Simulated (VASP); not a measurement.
# Ge (I4_1/amd) in VASP: settings compared

Aim: see how the results for Ge move with the level of theory and the settings. Levels: RPBE, revPBE, PBE+D3(BJ). Tasks: single point, relaxation of cell and atoms.

Everything below comes from runs of VASP 6.6.1. Logs are shortened: lines on timing, memory, paths and dates and some standing lists are left out, and cuts for length are marked.

**1. The cell of the first run**

The structure is tetragonal, space group I4_1/amd (No. 141). The conventional cell has a = 5.273 Å, b = 5.273 Å, c = 2.852 Å, α = 90.00°, β = 90.00°, γ = 90.00°. Within 3.6 Å of Ge (site symmetry -4m2) lie 10 Ge at 2.73 to 3.39 Å.

**2. Single point, RPBE**

Contents of INCAR:

```
SYSTEM = Ge
ALGO = Normal
EDIFF = 1E-7
ENCUT = 520
GGA = RP
ISIF = 2
ISMEAR = -1
LASPH = .TRUE.
LCHARG = .FALSE.
LREAL = .FALSE.
LWAVE = .FALSE.
NBANDS = 21
NELM = 80
PREC = Accurate
SIGMA = 0.05
```

Contents of KPOINTS:

```
k-points
0
G
  11 11 11
  0 0 0
```

Contents of POSCAR:

```
Ge
1.0
   -2.6362643653      2.6362643653      1.4257942875
    2.6362643653     -2.6362643653      1.4257942875
    2.6362643653      2.6362643653     -1.4257942875
Ge
2
Direct
    0.5000000000      0.5000000000      0.0000000000
    0.2500000000      0.7500000000      0.5000000000
```

Potentials or basis: VASP PAW PBE potentials, release 64 (Ge_d).

Run with:

```bash
$ cat potpaw_PBE.64/Ge_d/POTCAR > POTCAR
$ mpirun -np 1 vasp_std > vasp.out
```

OUTCAR:

```text
SYSTEM = Ge
   EDIFF = 1E-7
   ENCUT = 520
   GGA = RP
   ISIF = 2
   ISMEAR = -1
   LASPH = .TRUE.
   LREAL = .FALSE.
   NELM = 80
   PREC = Accurate

 ion  position               nearest neighbor table
   1  0.500  0.500  0.000-   2 2.73   2 2.73   2 2.73   2 2.73
   2  0.250  0.750  0.500-   1 2.73   1 2.73   1 2.73   1 2.73

  LATTYP: Found a body centered tetragonal cell.
 ALAT       =     5.2725287306
 C/A-ratio  =     0.5408388879

  Lattice vectors:

 A1 = (  -2.6362643653,   2.6362643653,   1.4257942875)
 A2 = (   2.6362643653,  -2.6362643653,   1.4257942875)
 A3 = (   2.6362643653,   2.6362643653,  -1.4257942875)

Analysis of symmetry for initial positions (statically):
=====================================================================
 Subroutine PRICEL returns:
 Original cell was already a primitive cell.

 Routine SETGRP: Setting up the symmetry group for a
 body centered tetragonal supercell.

 Subroutine GETGRP returns: Found 16 space group operations
 (whereof  8 operations were pure point group operations)
 out of a pool of 16 trial point group operations.

The static configuration has the point symmetry D_2d.
 The point group associated with its full space group is D_4h.

Analysis of symmetry for dynamics (positions and initial velocities):
=====================================================================
 Subroutine PRICEL returns:
 Original cell was already a primitive cell.

 Routine SETGRP: Setting up the symmetry group for a
 body centered tetragonal supercell.

 Subroutine GETGRP returns: Found 16 space group operations
 (whereof  8 operations were pure point group operations)
 out of a pool of 16 trial point group operations.

The dynamic configuration has the point symmetry D_2d.
 The point group associated with its full space group is D_4h.

 Subroutine INISYM returns: Found 16 space group operations
 (whereof  8 operations are pure point group operations),
 and found     1 'primitive' translations

----------------------------------------------------------------------------------------

                                     Primitive cell

  volume of cell :      39.6365

  direct lattice vectors                    reciprocal lattice vectors
    -2.636264365  2.636264365  1.425794288     0.000000000  0.189662314  0.350681725
     2.636264365 -2.636264365  1.425794288     0.189662314  0.000000000  0.350681725
[... 76 lines left out ...]
   PREC   = accura    normal or accurate (medium, high low for compatibility)
   ISTART =      0    job   : 0-new  1-cont  2-samecut
   ICHARG =      2    charge: 1-file 2-atom 10-const
   ISPIN  =      1    spin polarized calculation?
   LNONCOLLINEAR =      F non collinear calculations
   LSORBIT =      F    spin-orbit coupling
   LASPH  =      T    aspherical Exc in radial PAW
   ENCUT  =  520.0 eV  38.22 Ry    6.18 a.u.   7.42  7.42  7.42*2*pi/ulx,y,z
   NELM   =     80;   NELMIN=  2; NELMDL= -5     # of ELM steps
   EDIFF  = 0.1E-06   stopping-criterion for ELM
   LREAL  =      F    real-space projection
   EDIFFG = 0.1E-05   stopping-criterion for IOM
   NSW    =      0    number of steps for IOM
   IBRION =     -1    ionic relax: 0-MD 1-quasi-New 2-CG
   NFREE  =      0    steps in history (QN), initial steepest desc. (CG)
   ISIF   =      2    stress and relaxation
   ISYM   =      2    0-nonsym 1-usesym 2-fastsym
   POTIM  = 0.5000    time-step for ionic-motion
   TEBEG  =    0.0;   TEEND  =   0.0 temperature during run
   PSTRESS=    0.0 pullay stress
   NELECT =      28.0000    total number of electrons
   NUPDOWN=      -1.0000    fix difference up-down
   EMIN   =  10.00;   EMAX   =-10.00  energy-range for DOS
   EFERMI =   0.00;   METHOD = LEGACY
   ISMEAR =    -1;   SIGMA  =   0.05  broadening in eV -4-tet -1-fermi 0-gaus
   EFERMI_NEDOS =   21; number of points for ismear=-14 and -15
   IALGO  =     38    algorithm
   IMIX   =      4    mixing-type and parameters
     AMIX     =   0.40;   BMIX     =  1.00
     AMIX_MAG =   1.60;   BMIX_MAG =  1.00
  volume/ion in A,a.u.               =      19.82       133.74
  Fermi-wavevector in a.u.,A,eV,Ry     =   1.458017  2.755253 28.923449  2.125814
  Thomas-Fermi vector in A             =   2.574751
   LORBIT       =      0    0 simple, 1 ext, 2 COOP (PROOUT), +10 PAW based schemes
   GGA     = RP    functional components
   LHFCALC =     F    Hartree Fock is set to
   AEXX    =    0.0000 exact exchange contribution
   IVDW    =     0    specifies the selected vdW correction
   LEPSILON=     F    determine dielectric tensor
   LRPA    =     F    only Hartree local field effects (RPA)
 non-spin polarized calculation
  energy-cutoff  :      520.00
  volume of cell :       39.64
 maximum number of plane-waves:      1109
 NGX is ok and might be reduce to    30
   NGX = 15   NGY = 15   NGZ = 15

 number of electron      27.9999979 magnetization

 Free energy of the ion-electron system (eV)
  ---------------------------------------------------
  ext. energy  EPLUGINS =         0.00000000
  ---------------------------------------------------
  free energy    TOTEN  =        -7.84599665 eV

  energy without entropy =       -7.83835906  energy(sigma->0) =       -7.84217785

 E-fermi :   6.1838     XC(G=0): -10.8770

 val. band max:        6.1798456571   @ k =  -0.4545   0.0909  -0.0000
 cond. band min:       6.1887809114   @ k =   0.3636   0.3636   0.0909
 fundamental gap:      0.0089352542
 Fermi energy:         6.1838296364

 k-point     1 :       0.0000    0.0000    0.0000
  band No.  band energies     occupation
      1     -18.5701      2.00000
      2     -18.5392      2.00000
      3     -18.5112      2.00000
      4     -18.5067      2.00000
      5     -18.4247      2.00000
      6     -18.4247      2.00000
[... 565 lines left out ...]
     20      18.0256      0.00000
     21      18.3690      0.00000

 [... further k-points ...]
[... 5 lines left out ...]
  --------------------------------------------------------------------------------------
  -------------------------------------------------------------------------------------
  Total       -0.0047089     -0.0047089     -0.0075765      0.0000000      0.0000000      0.0000000
  in kB       -0.1903440     -0.1903440     -0.3062569      0.0000000      0.0000000      0.0000000
  external PRESSURE =      -0.2289816 kB  Pullay stress =       0.0000000 kB

 VOLUME and BASIS-vectors are now :
 -----------------------------------------------------------------------------
  energy-cutoff  :      520.00
  volume of cell :       39.64
      direct lattice vectors                 reciprocal lattice vectors
    -2.636264365  2.636264365  1.425794288     0.000000000  0.189662314  0.350681725
     2.636264365 -2.636264365  1.425794288     0.189662314  0.000000000  0.350681725
     2.636264365  2.636264365 -1.425794288     0.189662314  0.189662314  0.000000000

 POSITION                                       TOTAL-FORCE (eV/Angst)
 -----------------------------------------------------------------------------------
      0.00000      0.00000      1.42579        -0.000000      0.000000     -0.000000
      2.63626      0.00000      0.71290         0.000000     -0.000000      0.000000
 -----------------------------------------------------------------------------------
    total drift:                                0.000000     -0.000000      0.000000

  FREE ENERGIE OF THE ION-ELECTRON SYSTEM (eV)
  ---------------------------------------------------
  free  energy   TOTEN  =        -7.8459966500 eV

  energy  without entropy=       -7.8383590579  energy(sigma->0) =       -7.84217785
```

OSZICAR:

```text
N       E                     dE             d eps       ncg     rms          rms(c)
DAV:   1     0.177345195304E+03    0.17735E+03   -0.14285E+04  5962   0.378E+03
DAV:   2     0.165532053177E+02   -0.16079E+03   -0.15582E+03  5322   0.594E+02
DAV:   3    -0.716148408668E+01   -0.23715E+02   -0.23534E+02  6093   0.134E+02
DAV:   4    -0.784674949998E+01   -0.68527E+00   -0.68488E+00  5935   0.263E+01
DAV:   5    -0.785703435651E+01   -0.10285E-01   -0.10285E-01  6036   0.359E+00    0.208E+00
DAV:   6    -0.784853372503E+01    0.85006E-02   -0.18815E-02  7184   0.223E+00    0.118E+00
DAV:   7    -0.784602375663E+01    0.25100E-02   -0.14451E-02  7165   0.172E+00    0.117E-01
DAV:   8    -0.784598799979E+01    0.35757E-04   -0.19818E-03  6704   0.780E-01    0.454E-02
DAV:   9    -0.784599764013E+01   -0.96403E-05   -0.62348E-05  6805   0.110E-01    0.980E-03
DAV:  10    -0.784599707815E+01    0.56198E-06   -0.42460E-06  6754   0.283E-02    0.159E-03
DAV:  11    -0.784599672810E+01    0.35005E-06   -0.17153E-07  5067   0.506E-03    0.586E-04
DAV:  12    -0.784599665000E+01    0.78092E-07   -0.43222E-08  3456   0.388E-03
   1 F= -.78459967E+01 E0= -.78421779E+01  d E =-.763759E-02
```

Wall time 2.4 min (1 thread of AMD EPYC 7R13, shared host); peak memory 0.19 GiB.

Results:

| Quantity | Value |
| --- | --- |
| Free energy | -7.8460 eV |
| Pressure | 0.0 GPa |
| Band gap on the k mesh | zero (band 14 reaches 7.71 eV, above the bottom of band 15 at 3.46 eV) |

Levels at points of the mesh, in eV from the Fermi level:
```tsv
k point	band 10	band 11	band 12	band 13	band 14	band 15	band 16	band 17	band 18	band 19
(0.00, 0.00, 0.00)	-24.50	-12.73	-4.27	-2.17	-2.17	3.39	7.16	7.16	7.73	7.93
```

Caveat: the PAW data sets were made with another functional, which shifts forces and pressure a little.

**3. Relaxation of cell and atoms, revPBE**

This run uses another cell than the first one, of 18.52 Å³/atom, 0.935 times its volume.

Contents of INCAR:

```
PREC = Accurate
ENCUT = 600
EDIFF = 1E-7
ISMEAR = -1
SIGMA = 0.05
LREAL = F
LASPH = T
NELM = 100
ALGO = Normal
ISIF = 3
LWAVE = F
LCHARG = F
GGA = RE
IBRION = 2
NSW = 80
EDIFFG = -0.01
```

Contents of KPOINTS:

```
regular mesh
0
Gamma
  11 11 11
```

Contents of POSCAR:

```
Ge
1.0
   -2.5744897190      2.5744897190      1.3974126432
    2.5744897190     -2.5744897190      1.3974126432
    2.5744897190      2.5744897190     -1.3974126432
Ge
2
Direct
    0.5000000000      0.5000000000      0.0000000000
    0.2500000000      0.7500000000      0.5000000000
```

Potentials or basis: VASP PAW PBE potentials, release 64 (Ge_d).

Run with:

```bash
$ cat potpaw_PBE.64/Ge_d/POTCAR > POTCAR
$ mpirun -np 1 vasp_std > vasp.out
```

Wall time 8.1 min (1 thread of AMD EPYC 7R13, shared host); peak memory 0.21 GiB.

It converged, with:

```yaml
Free_energy: -7.9660 eV
Relaxed_volume: 19.67 Å³/atom
Relaxed_cell: a = 3.981 Å, b = 3.981 Å, c = 3.981 Å, α = 97.34°, β = 97.34°, γ = 138.12°
Space_group_after_relaxing_to_0.05_Å: I4_1/amd (No. 141)
Energy_gained_by_relaxing: 15.7 meV/atom
Ionic_steps: 6
Pressure_after_relaxing: 0.1 GPa
Band_gap_on_the_k_mesh: zero (band 14 reaches 7.78 eV, above the bottom of band 15 at 3.48 eV)
```

Step by step:
| step | energy change (eV) | largest force (eV/Å) | pressure (GPa) | volume (Å³) |
| --- | --- | --- | --- | --- |
| 1 | 0.0000 | 0.0000 | 4.55 | 37.05 |
| 2 | -0.0299 | 0.0000 | -0.91 | 39.94 |
| 3 | -0.0314 | 0.0000 | 0.04 | 39.37 |
| 4 | -0.0314 | 0.0000 | -0.06 | 39.42 |
| 5 | -0.0315 | 0.0000 | 0.00 | 39.38 |
| 6 | -0.0315 | 0.0000 | 0.06 | 39.35 |

Final structure:
```
Ge
1.0
    -2.62941    2.62941    1.42277
     2.62941   -2.62941    1.42277
     2.62941    2.62941   -1.42277
Ge
2
Direct
  0.50000 0.50000 0.00000
  0.25000 0.75000 0.50000
```

Levels at points of the mesh, in eV from the Fermi level:
```csv
k point,band 11,band 12,band 13,band 14,band 15,band 16,band 17,band 18
"(0.00, 0.00, 0.00)",-12.79,-4.26,-2.19,-2.19,3.38,7.21,7.21,7.77
```

Caveat: the PAW data sets were made with another functional, which shifts forces and pressure a little.

[end of part 1 of 2]
